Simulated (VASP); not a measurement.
# HfH2 (I4/mmm) in VASP: single point with r2SCAN

Aim: the single point of HfH2 with r2SCAN.

All numbers are computed with VASP 6.6.1; they aren't measurements. Logs are shortened: lines on timing, memory, paths and dates and some standing lists are left out, and cuts for length are marked.

## 1. The cell of the first run

It takes space group I4/mmm (No. 139, tetragonal). The conventional cell has a = 3.453 Å, b = 3.453 Å, c = 4.330 Å, α = 90.00°, β = 90.00°, γ = 90.00°. Within 2.7 Å of H (site symmetry -4m2) lie 4 Hf at 2.04 Å and 6 H at 2.17 to 2.44 Å. Hf (site symmetry 4/mmm) has 8 H at 2.04 Å within 2.7 Å.

## 2. Single point, r2SCAN

Contents of POSCAR:

```
HfH2
1.0
   -1.7266810000      1.7266810000      2.1650540000
    1.7266810000     -1.7266810000      2.1650540000
    1.7266810000      1.7266810000     -2.1650540000
H Hf
2 1
Direct
    0.7500000000      0.2500000000      0.5000000000
    0.2500000000      0.7500000000      0.5000000000
    0.0000000000      0.0000000000      0.0000000000
```

Contents of INCAR.step1:

```
  PREC = Accurate
  ENCUT = 520
  ISMEAR = -1
  SIGMA = 0.1
  LREAL = False
  LASPH = True
  NELM = 60
  NBANDS = 13
  GGA = PE
  ALGO = Normal
  EDIFF = 1E-4
  LWAVE = True
  LCHARG = False
```

Contents of INCAR.step2:

```
  PREC = Accurate
  ENCUT = 520
  EDIFF = 1E-6
  ISMEAR = -1
  SIGMA = 0.1
  LREAL = False
  LASPH = True
  NELM = 60
  ALGO = Normal
  ISIF = 2
  LWAVE = False
  LCHARG = False
  METAGGA = R2SCAN
  LMIXTAU = True
  NBANDS = 13
  ISTART = 1
```

Contents of KPOINTS:

```
Automatic mesh
0
Gamma
  13 13 13
```

Potentials or basis: VASP PAW PBE potentials, release 64 (H, Hf_pv).

Command:

```bash
cat potpaw_PBE.64/H/POTCAR potpaw_PBE.64/Hf_pv/POTCAR > POTCAR
cp INCAR.step1 INCAR
mpirun -np 1 vasp_std > vasp.out
cp INCAR.step2 INCAR
mpirun -np 1 vasp_std > vasp.out
```

OUTCAR:

```text
PREC = Accurate
   ENCUT = 520
   EDIFF = 1E-6
   ISMEAR = -1
   LREAL = False
   LASPH = True
   NELM = 60
   ISIF = 2
   METAGGA = R2SCAN
   ISTART = 1

 ion  position               nearest neighbor table
   1  0.750  0.250  0.500-   3 2.04   3 2.04   3 2.04   3 2.04
   2  0.250  0.750  0.500-   3 2.04   3 2.04   3 2.04   3 2.04
   3  0.000  0.000  0.000-   1 2.04   2 2.04   1 2.04   2 2.04   1 2.04   2 2.04   1 2.04   2 2.04

  LATTYP: Found a body centered tetragonal cell.
 ALAT       =     3.4533620000
 C/A-ratio  =     1.2538818693

  Lattice vectors:

 A1 = (  -1.7266810000,   1.7266810000,   2.1650540000)
 A2 = (   1.7266810000,  -1.7266810000,   2.1650540000)
 A3 = (   1.7266810000,   1.7266810000,  -2.1650540000)

Analysis of symmetry for initial positions (statically):
=====================================================================
 Subroutine PRICEL returns:
 Original cell was already a primitive cell.

 Routine SETGRP: Setting up the symmetry group for a
 body centered tetragonal supercell.

 Subroutine GETGRP returns: Found 16 space group operations
 (whereof 16 operations were pure point group operations)
 out of a pool of 16 trial point group operations.

The static configuration has the point symmetry D_4h.

Analysis of symmetry for dynamics (positions and initial velocities):
=====================================================================
 Subroutine PRICEL returns:
 Original cell was already a primitive cell.

 Routine SETGRP: Setting up the symmetry group for a
 body centered tetragonal supercell.

 Subroutine GETGRP returns: Found 16 space group operations
 (whereof 16 operations were pure point group operations)
 out of a pool of 16 trial point group operations.

The dynamic configuration has the point symmetry D_4h.

 Subroutine INISYM returns: Found 16 space group operations
 (whereof 16 operations are pure point group operations),
 and found     1 'primitive' translations

----------------------------------------------------------------------------------------

                                     Primitive cell

  volume of cell :      25.8198

  direct lattice vectors                    reciprocal lattice vectors
    -1.726681000  1.726681000  2.165054000     0.000000000  0.289572886  0.230941122
     1.726681000 -1.726681000  2.165054000     0.289572886  0.000000000  0.230941122
     1.726681000  1.726681000 -2.165054000     0.289572886  0.289572886  0.000000000

  length of vectors
     3.263481787  3.263481787  3.263481787     0.370386633  0.370386633  0.409517902

  position of ions in fractional coordinates (direct lattice)
     0.750000000  0.250000000  0.500000000
     0.250000000  0.750000000  0.500000000
     0.000000000  0.000000000  0.000000000

  ion indices of the primitive-cell ions
   primitive index   ion index
                 1           1
                 2           2
                 3           3

----------------------------------------------------------------------------------------

 KPOINTS: Automatic mesh

Automatic generation of k-mesh.
 Grid dimensions read from file:
 generate k-points for:   13   13   13

 Generating k-lattice:

  Cartesian coordinates                     Fractional coordinates (reciprocal lattice)
     0.000000000  0.022274837  0.017764702     0.076923077 -0.000000000  0.000000000
     0.022274837  0.000000000  0.017764702    -0.000000000  0.076923077  0.000000000
     0.022274837  0.022274837  0.000000000     0.000000000  0.000000000  0.076923077

  Length of vectors
     0.028491279  0.028491279  0.031501377

  Shift w.r.t. Gamma in fractional coordinates (k-lattice)
     0.000000000  0.000000000  0.000000000

 Subroutine IBZKPT returns following result:
 ===========================================

 Found    196 irreducible k-points:

 Following reciprocal coordinates:
            Coordinates               Weight
  0.000000  0.000000  0.000000      1.000000
  0.076923  0.000000 -0.000000      8.000000
  0.153846  0.000000 -0.000000      8.000000
  0.230769  0.000000  0.000000      8.000000
  0.307692  0.000000 -0.000000      8.000000
  0.384615  0.000000 -0.000000      8.000000
[... 16 lines left out ...]
  0.384615  0.153846 -0.000000     16.000000
  0.461538  0.153846 -0.000000     16.000000
 [... further k-points ...]
   k-points           NKPTS =    196   k-points in BZ     NKDIM =    196   number of bands    NBANDS=     13
   number of dos      NEDOS =    301   number of ions     NIONS =      3
   total plane-waves  NPLWV =  13824
   dimension x,y,z NGX =    24 NGY =   24 NGZ =   24
   dimension x,y,z NGXF=    48 NGYF=   48 NGZF=   48
   ions per type =               2   1
   NGX,Y,Z   is equivalent  to a cutoff of  12.23, 12.23, 12.23 a.u.
   NGXF,Y,Z  is equivalent  to a cutoff of  24.45, 24.45, 24.45 a.u.
 SYSTEM =  unknown system
   PREC   = accura    normal or accurate (medium, high low for compatibility)
   ISTART =      1    job   : 0-new  1-cont  2-samecut
   ICHARG =      0    charge: 1-file 2-atom 10-const
   ISPIN  =      1    spin polarized calculation?
   LNONCOLLINEAR =      F non collinear calculations
   LSORBIT =      F    spin-orbit coupling
   LASPH  =      T    aspherical Exc in radial PAW
   ENCUT  =  520.0 eV  38.22 Ry    6.18 a.u.   6.07  6.07  6.07*2*pi/ulx,y,z
   NELM   =     60;   NELMIN=  2; NELMDL=  0     # of ELM steps
   EDIFF  = 0.1E-05   stopping-criterion for ELM
   LREAL  =      F    real-space projection
   EDIFFG = 0.1E-04   stopping-criterion for IOM
   NSW    =      0    number of steps for IOM
   IBRION =     -1    ionic relax: 0-MD 1-quasi-New 2-CG
   NFREE  =      0    steps in history (QN), initial steepest desc. (CG)
   ISIF   =      2    stress and relaxation
   ISYM   =      2    0-nonsym 1-usesym 2-fastsym
   POTIM  = 0.5000    time-step for ionic-motion
   TEBEG  =    0.0;   TEEND  =   0.0 temperature during run
   PSTRESS=    0.0 pullay stress
   NELECT =      12.0000    total number of electrons
   NUPDOWN=      -1.0000    fix difference up-down
   EMIN   =  10.00;   EMAX   =-10.00  energy-range for DOS
   EFERMI =   0.00;   METHOD = LEGACY
   ISMEAR =    -1;   SIGMA  =   0.10  broadening in eV -4-tet -1-fermi 0-gaus
   EFERMI_NEDOS =   21; number of points for ismear=-14 and -15
   IALGO  =     38    algorithm
   IMIX   =      4    mixing-type and parameters
     AMIX     =   0.40;   BMIX     =  1.00
     AMIX_MAG =   1.60;   BMIX_MAG =  1.00
  volume/ion in A,a.u.               =       8.61        58.08
  Fermi-wavevector in a.u.,A,eV,Ry     =   1.268092  2.396347 21.878965  1.608059
  Thomas-Fermi vector in A             =   2.401206
   LORBIT       =      0    0 simple, 1 ext, 2 COOP (PROOUT), +10 PAW based schemes
   METAGGA = R2SCAN    functional components
   LHFCALC =     F    Hartree Fock is set to
   AEXX    =    0.0000 exact exchange contribution
   IVDW    =     0    specifies the selected vdW correction
   LEPSILON=     F    determine dielectric tensor
   LRPA    =     F    only Hartree local field effects (RPA)
 non-spin polarized calculation
  energy-cutoff  :      520.00
  volume of cell :       25.82
 maximum number of plane-waves:       720
   NGX = 13   NGY = 13   NGZ = 13

 number of electron      12.0000001 magnetization

 Free energy of the ion-electron system (eV)
  ---------------------------------------------------
  ext. energy  EPLUGINS =         0.00000000
  ---------------------------------------------------
  free energy    TOTEN  =       -53.69590780 eV

  energy without entropy =      -53.67739831  energy(sigma->0) =      -53.68665306

 E-fermi :   5.6225     XC(G=0): -12.3050

 val. band max:        5.5965025684   @ k =  -0.1538  -0.3846   0.1538
 cond. band min:       5.6263959590   @ k =  -0.2308  -0.3077   0.2308
 fundamental gap:      0.0298933906
 Fermi energy:         5.6225144484

 k-point     1 :       0.0000    0.0000    0.0000
  band No.  band energies     occupation
      1     -26.6451      2.00000
      2     -26.6451      2.00000
      3     -26.5922      2.00000
      4      -6.4878      2.00000
      5       3.8092      2.00000
      6       5.1098      1.98820
      7       5.1098      1.98820
      8       6.1041      0.01607
      9       7.5847      0.00000
     10       9.0594      0.00000
     11      16.8861      0.00000
     12      17.4049      0.00000
     13      18.0883      0.00000

 k-point     2 :       0.0769    0.0000   -0.0000
  band No.  band energies     occupation
      1     -26.6732      2.00000
      2     -26.6523      2.00000
      3     -26.6040      2.00000
      4      -6.3162      2.00000
      5       2.8426      2.00000
      6       5.1868      1.97469
      7       5.6394      0.91578
      8       6.8250      0.00001
      9       7.5306      0.00000
     10       8.9351      0.00000
     11      16.3316      0.00000
     12      16.8862      0.00000
     13      18.4583      0.00000

 k-point     3 :       0.1538    0.0000   -0.0000
  band No.  band energies     occupation
      1     -26.7699      2.00000
      2     -26.6721      2.00000
      3     -26.6165      2.00000
      4      -5.8296      2.00000
      5       1.5964      2.00000
      6       5.3247      1.90315
      7       6.0123      0.03978
      8       7.5189      0.00000
      9       8.2732      0.00000
     10       8.8675      0.00000
     11      15.0497      0.00000
     12      16.8861      0.00000
     13      19.4921      0.00000
[... 305 lines left out ...]
 k-point    23 :       0.3846    0.1538   -0.0000
  band No.  band energies     occupation
      1     -27.1872      2.00000
      2     -26.8430      2.00000
      3     -26.6767      2.00000
      4      -2.9568      2.00000
      5      -0.6975      2.00000
      6       4.1972      2.00000
      7       6.5401      0.00021
      8       9.1163      0.00000
      9      11.0186      0.00000
     10      11.7580      0.00000
     11      12.4185      0.00000
     12      15.3328      0.00000
     13      16.8863      0.00000

 k-point    24 :       0.4615    0.1538   -0.0000
  band No.  band energies     occupation
      1     -27.2022      2.00000
      2     -26.8365      2.00000
      3     -26.6870      2.00000
      4      -2.9325      2.00000
      5      -0.5455      2.00000
      6       4.0408      2.00000
      7       6.4685      0.00042
      8       9.6775      0.00000
      9      10.4594      0.00000
     10      11.7561      0.00000
     11      12.3441      0.00000
     12      15.7013      0.00000
     13      16.8863      0.00000

 [... further k-points ...]
[... 5 lines left out ...]
  --------------------------------------------------------------------------------------
  -------------------------------------------------------------------------------------
  Total       -0.0828243     -0.0828243     -0.1698415      0.0000000      0.0000000      0.0000000
  in kB       -5.1394346     -5.1394346    -10.5390488      0.0000000      0.0000000      0.0000000
  external PRESSURE =      -6.9393060 kB  Pullay stress =       0.0000000 kB

 VOLUME and BASIS-vectors are now :
 -----------------------------------------------------------------------------
  energy-cutoff  :      520.00
  volume of cell :       25.82
      direct lattice vectors                 reciprocal lattice vectors
    -1.726681000  1.726681000  2.165054000     0.000000000  0.289572886  0.230941122
     1.726681000 -1.726681000  2.165054000     0.289572886  0.000000000  0.230941122
     1.726681000  1.726681000 -2.165054000     0.289572886  0.289572886  0.000000000

 POSITION                                       TOTAL-FORCE (eV/Angst)
 -----------------------------------------------------------------------------------
      0.00000      1.72668      1.08253         0.000000      0.000000     -0.000000
      1.72668      0.00000      1.08253        -0.000000      0.000000      0.000000
      0.00000      0.00000      0.00000         0.000000     -0.000000      0.000000
 -----------------------------------------------------------------------------------
    total drift:                                0.000000      0.000000      0.000000

  FREE ENERGIE OF THE ION-ELECTRON SYSTEM (eV)
  ---------------------------------------------------
  free  energy   TOTEN  =       -53.6959078003 eV

  energy  without entropy=      -53.6773983098  energy(sigma->0) =      -53.68665306
```

Wall time 91 s (1 thread of Intel Xeon Platinum 8488C (Sapphire Rapids), shared host); peak memory 0.2 GiB.

Results:

| Item | Value |
| --- | --- |
| Free energy | -53.6959 eV |
| Pressure | -0.7 GPa |
| Band gap on the k mesh | zero (band 6 reaches 6.17 eV, above the bottom of band 7 at 5.11 eV) |

Stress tensor (GPa, compression positive):
```
-0.51  0.00  0.00
 0.00 -0.51  0.00
 0.00  0.00 -1.05
```

Levels at points of the mesh, in eV from the Fermi level:
```csv
k point,band 4,band 5,band 6,band 7,band 8,band 9
"(0.00, 0.00, 0.00)",-12.11,-1.81,-0.51,-0.51,0.48,1.96
```

Caveat: the PAW data sets were made with another functional, which shifts forces and pressure a little; spin-orbit coupling is left out, which moves the levels of the heavy elements.
